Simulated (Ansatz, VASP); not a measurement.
**One calculation of Rb, two programs**

File INCAR:

```
PREC = Accurate ; ENCUT = 520
EDIFF = 1E-6 ; ISMEAR = -1
SIGMA = 1.0 ; LREAL = False
LASPH = True ; NELM = 60
ALGO = Normal ; ISIF = 2
LWAVE = False ; LCHARG = True
GGA = PE ; LELF = True
LVHAR = True ; NBANDS = 10
```

Contents of KPOINTS:

```
regular mesh
0
Gamma
  8 8 8
```

File POSCAR:

```
Rb
1.0
   -2.8359049291      2.8359049291      2.8359049291
    2.8359049291     -2.8359049291      2.8359049291
    2.8359049291      2.8359049291     -2.8359049291
Rb
1
Direct
    0.0000000000      0.0000000000      0.0000000000
```

Input for Ansatz:

```yaml
crystal:
  lattice:
    - [-2.8359049291, 2.8359049291, 2.8359049291]
    - [2.8359049291, -2.8359049291, 2.8359049291]
    - [2.8359049291, 2.8359049291, -2.8359049291]
  atoms:
    - { symbol: Rb, position: [0.0, 0.0, 0.0] }
hamiltonian:
  xc: pbe
  pseudopotentials:
    kind: paw
    azcp:
      Rb: "pseudopotentials/Rb.paw.azcp"
basis:
  ecutwfc: 420
  fft_grid_basis: typed
kpoints:
  mp_grid: { grid: [8, 8, 8], shift: [0, 0, 0] }
magnetization:
  spin_polarized: false
scf:
  occupations: { method: fermi_dirac, width: 1.0 }
  lower_state_search: "off"
output:
  stress: true
```

Alike in both runs: task single point; functional PBE; k mesh 8 × 8 × 8; occupations fermi-dirac, width 1 eV; no spin polarisation.

```csv
,VASP,Ansatz
version,VASP 6.6.1,Ansatz 0.2.0
potentials or method,"VASP PAW PBE potentials, release 64 (Rb_sv), cutoff 520 eV","plane waves (420 eV) with PAW, scalar-relativistic"
valence electrons in the cell,9,9
```

```tsv
	VASP	Ansatz	Ansatz less VASP
pressure (GPa)	0.6	0.7	+0.03
```
